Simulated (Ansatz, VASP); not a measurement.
# One calculation of Ce3HfO8, two programs

```xyz
12
Lattice="5.6883 0.0000 0.0000 0.0000 5.6883 0.0000 0.0000 0.0000 5.6883" Properties=species:S:1:pos:R:3 pbc="T T T"
Ce    0.0000    0.0000    2.8441
Ce    2.8441    0.0000    0.0000
Ce    0.0000    2.8441    0.0000
Hf    2.8441    2.8441    2.8441
O     1.4221    1.4221    4.2662
O     4.2662    1.4221    1.4221
O     1.4221    4.2662    1.4221
O     4.2662    4.2662    4.2662
O     4.2662    4.2662    1.4221
O     1.4221    4.2662    4.2662
O     4.2662    1.4221    4.2662
O     1.4221    1.4221    1.4221
```

Alike in both runs: task single point; functional PBE; k mesh 4 × 4 × 4; occupations gaussian, width 0.1 eV; no spin polarisation.

```csv
,VASP,Ansatz
version,VASP 6.6.1,Ansatz 0.2.0
potentials or method,"VASP PAW PBE potentials, release 64 (Ce, Hf_pv, O), cutoff 520 eV","scalar-relativistic, plane waves, PAW"
valence electrons in the cell,94,110
```

```tsv
	VASP	Ansatz	Ansatz less VASP
gap on the k mesh at the Fermi level (eV)	1.47	1.49	+0.015
least direct gap on the mesh (eV)	1.51	1.53	+0.013
pressure (GPa)	-22.2	-21.9	+0.33
```

VASP's potentials hold 94 valence electrons a cell and Ansatz's 110, so a difference there can come from the potentials and not from the codes.

Neither program's run includes spin-orbit coupling.
